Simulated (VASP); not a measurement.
# CdTe (I-4m2) in VASP: notebook, part 2 of 2

VASP 6.6.1. The steps go on from the part before.

## Step 4: Single point, HSE06 (epitaxial xy strain -5.8%)

The input, POSCAR:

```
CdTe
1.0
    0.0000000000      3.0886830026      3.5230891775
    3.0886830026      0.0000000000      3.5230891775
    3.0886830026      3.0886830026      0.0000000000
Cd Te
1 1
Direct
    0.0000000000      0.0000000000      0.0000000000
    0.2500000000      0.2500000000      0.2500000000
```

The input, INCAR.step1:

```
SYSTEM = CdTe
PREC = Accurate
ENCUT = 520
EDIFF = 1E-5
ISMEAR = 0
SIGMA = 0.01
LREAL = .False.
LASPH = .True.
NELM = 80
ALGO = Normal
ISIF = 2
LWAVE = .True.
LCHARG = .False.
NBANDS = 16
GGA = PE
```

The input, INCAR.step2:

```
SYSTEM = CdTe
PREC = Accurate
ENCUT = 520
EDIFF = 1E-6
ISMEAR = 0
SIGMA = 0.01
LREAL = .False.
LASPH = .True.
NELM = 80
ALGO = Normal
ISIF = 2
LWAVE = .False.
LCHARG = .False.
GGA = PE
LHFCALC = .True.
HFSCREEN = 0.2079
PRECFOCK = Normal
NBANDS = 16
ISTART = 1
```

The input, KPOINTS:

```
regular mesh
0
Gamma
  4 4 4
  0 0 0
```

Potentials or basis: VASP PAW PBE potentials, release 64 (Cd, Te).

Started as:

```
> cat potpaw_PBE.64/Cd/POTCAR potpaw_PBE.64/Te/POTCAR > POTCAR
> cp INCAR.step1 INCAR
> mpirun -np 1 vasp_std > vasp.out
> cp INCAR.step2 INCAR
> mpirun -np 1 vasp_std > vasp.out
```

OUTCAR:

```text
SYSTEM = CdTe
   PREC = Accurate
   ENCUT = 520
   EDIFF = 1E-6
   ISMEAR = 0
   LREAL = .False.
   LASPH = .True.
   NELM = 80
   ISIF = 2
   GGA = PE
   LHFCALC = .True.
   HFSCREEN = 0.2079
   PRECFOCK = Normal
   ISTART = 1

 ion  position               nearest neighbor table
   1  0.000  0.000  0.000-   2 2.81   2 2.81   2 2.81   2 2.81
   2  0.250  0.250  0.250-   1 2.81   1 2.81   1 2.81   1 2.81

  LATTYP: Found a body centered tetragonal cell.
 ALAT       =     4.3680573921
 C/A-ratio  =     1.6131148752

  Lattice vectors:

 A1 = (  -3.0886830026,   0.0000000000,   3.5230891775)
 A2 = (   3.0886830026,   0.0000000000,   3.5230891775)
 A3 = (   0.0000000000,   3.0886830026,  -3.5230891775)

Analysis of symmetry for initial positions (statically):
=====================================================================
 Subroutine PRICEL returns:
 Original cell was already a primitive cell.

 Routine SETGRP: Setting up the symmetry group for a
 body centered tetragonal supercell.

 Subroutine GETGRP returns: Found  8 space group operations
 (whereof  8 operations were pure point group operations)
 out of a pool of 16 trial point group operations.

[... 158 lines left out ...]

 E-fermi :   2.1861     XC(G=0):  -7.2148

 val. band max:        2.1353866549   @ k =   0.0000   0.0000   0.0000
 cond. band min:       3.4723947917   @ k =   0.0000   0.0000   0.0000
 fundamental gap:      1.3370081368
 Fermi energy:         2.1861276329

 k-point     1 :       0.0000    0.0000    0.0000
  band No.  band energies     occupation
      1     -10.2185      2.00000
      2      -7.7018      2.00000
      3      -7.6626      2.00000
      4      -7.6626      2.00000
      5      -7.4162      2.00000
      6      -7.4107      2.00000
[... 224 lines left out ...]
      3      -7.5244      2.00000
      4      -7.4496      2.00000
      5      -7.4188      2.00000
      6      -6.6289      2.00000
[... 8 lines left out ...]
     15      15.1735      0.00000
     16      15.4861      0.00000

------------------------ aborting loop because EDIFF is reached ----------------------------------------

  FORCE on cell =-STRESS in cart. coord.  units (eV):
  Direction    XX          YY          ZZ          XY          YZ          ZX
  --------------------------------------------------------------------------------------
  -------------------------------------------------------------------------------------
  Total        1.2957066      1.2957066      0.0562301      0.0000000     -0.0000000     -0.0000000
  in kB       30.8828193     30.8828193      1.3402292      0.0000000     -0.0000000     -0.0000000
  external PRESSURE =      21.0352893 kB  Pullay stress =       0.0000000 kB

 VOLUME and BASIS-vectors are now :
 -----------------------------------------------------------------------------
  energy-cutoff  :      520.00
  volume of cell :       67.22
      direct lattice vectors                 reciprocal lattice vectors
     0.000000000  3.088683003  3.523089178    -0.161881294  0.161881294  0.141920904
     3.088683003  0.000000000  3.523089178     0.161881294 -0.161881294  0.141920904
     3.088683003  3.088683003  0.000000000     0.161881294  0.161881294 -0.141920904

 POSITION                                       TOTAL-FORCE (eV/Angst)
 -----------------------------------------------------------------------------------
      0.00000      0.00000      0.00000        -0.000000     -0.000000      0.000000
      1.54434      1.54434      1.76154         0.000000      0.000000     -0.000000
 -----------------------------------------------------------------------------------
    total drift:                               -0.000002     -0.000002     -0.000035

  FREE ENERGIE OF THE ION-ELECTRON SYSTEM (eV)
  ---------------------------------------------------
  free  energy   TOTEN  =        -5.9174325688 eV

  energy  without entropy=       -5.9174325688  energy(sigma->0) =       -5.91743257
```

OUTCAR.step1:

```text
SYSTEM = CdTe
   PREC = Accurate
   ENCUT = 520
   EDIFF = 1E-5
   ISMEAR = 0
   LREAL = .False.
   LASPH = .True.
[... 456 lines left out ...]
      0.00000      0.00000      0.00000         0.000000      0.000000     -0.000000
      1.54434      1.54434      1.76154        -0.000000     -0.000000      0.000000
 -----------------------------------------------------------------------------------
    total drift:                                0.000000      0.000000     -0.000001

  FREE ENERGIE OF THE ION-ELECTRON SYSTEM (eV)
  ---------------------------------------------------
  free  energy   TOTEN  =        -4.6532704250 eV

  energy  without entropy=       -4.6532704250  energy(sigma->0) =       -4.65327042
```

OSZICAR.step1:

```text
N       E                     dE             d eps       ncg     rms          rms(c)
DAV:   1     0.102732497858E+03    0.10273E+03   -0.84853E+03   416   0.983E+02
DAV:   2    -0.125754494032E+01   -0.10399E+03   -0.98793E+02   528   0.237E+02
DAV:   3    -0.487444818693E+01   -0.36169E+01   -0.36130E+01   480   0.462E+01
DAV:   4    -0.490861946852E+01   -0.34171E-01   -0.34170E-01   648   0.391E+00
DAV:   5    -0.490868863722E+01   -0.69169E-04   -0.69168E-04   512   0.169E-01    0.565E+00
DAV:   6    -0.467092718697E+01    0.23776E+00   -0.39306E-01   440   0.753E+00    0.463E+00
DAV:   7    -0.465176447261E+01    0.19163E-01   -0.12207E-01   512   0.226E+00    0.178E+00
DAV:   8    -0.465279660735E+01   -0.10321E-02   -0.12494E-02   464   0.125E+00    0.506E-01
DAV:   9    -0.465316840904E+01   -0.37180E-03   -0.10889E-03   496   0.349E-01    0.115E-01
DAV:  10    -0.465323048730E+01   -0.62078E-04   -0.12900E-04   480   0.111E-01    0.580E-02
DAV:  11    -0.465327156613E+01   -0.41079E-04   -0.85709E-05   472   0.625E-02    0.371E-02
DAV:  12    -0.465327042496E+01    0.11412E-05   -0.34537E-06   376   0.165E-02
   1 F= -.46532704E+01 E0= -.46532704E+01  d E =-.113182E-60
```

It took 27 min on 1 thread of Intel Xeon 8259CL, shared host; peak memory 0.32 GiB.

What came out:

| Quantity | Value |
| --- | --- |
| Free energy | -5.9174 eV |
| Pressure | 2.1 GPa |
| Band gap on the k mesh | 1.34 eV |

Levels at points of the mesh, in eV from the valence-band top:
| k point | band 6 | band 7 | band 8 | band 9 | band 10 | band 11 | band 12 | band 13 |
| --- | --- | --- | --- | --- | --- | --- | --- | --- |
| (0.00, 0.00, 0.00) | -9.55 | -0.58 | 0.00 | 0.00 | 1.34 | 5.37 | 5.37 | 5.39 |
| (0.50, 0.00, 0.00) | -9.10 | -4.95 | -1.39 | -0.62 | 2.28 | 5.70 | 6.35 | 7.91 |
| (0.50, 0.50, 0.00) | -9.09 | -5.25 | -1.76 | -1.76 | 3.48 | 3.99 | 9.13 | 10.25 |
| (0.50, 0.00, 0.50) | -8.82 | -4.57 | -2.48 | -2.24 | 2.91 | 2.97 | 9.31 | 9.91 |

Caveat: the k points lie up to 0.42 Å⁻¹ apart; the cell differs from its parent crystal (epitaxial xy strain -5.8%); the PAW data sets were made with another functional, which shifts forces and pressure a little; spin-orbit coupling is left out, which moves the levels of the heavy elements.

## Step 5: The runs side by side

```csv
level,cell,k mesh,grid for exact exchange (PRECFOCK),share of exact exchange,screening parameter,gap on the mesh (eV),pressure (GPa)
r2SCAN,"a = 4.685, b = 4.685, c = 4.368 Å, angles 62.2, 62.2, 55.6°, 2 atoms",6 × 6 × 6,-,-,-,1.05,2.0
r2SCAN,"a = 4.779, b = 4.779, c = 4.916 Å, angles 59.0, 59.0, 61.9°, 2 atoms",6 × 6 × 6,-,-,-,0.67,-3.6
HSE06,"a = 4.685, b = 4.685, c = 4.368 Å, angles 62.2, 62.2, 55.6°, 2 atoms",4 × 4 × 4,Normal,0.25,0.2079 1/Å,1.34,2.1
```

Alike in all rows: task single point; potentials or basis VASP PAW PBE potentials, release 64 (Cd, Te); no spin polarisation; cutoff (eV) 520; smearing gaussian 0.01 eV.

Caveats: some runs use coarse meshes; the PAW data sets were made with another functional, which shifts forces and pressure a little; spin-orbit coupling is left out, which moves the levels of the heavy elements; the cell stands under tension (at least some runs).

Absolute energies hang on the potentials; compare differences alone.
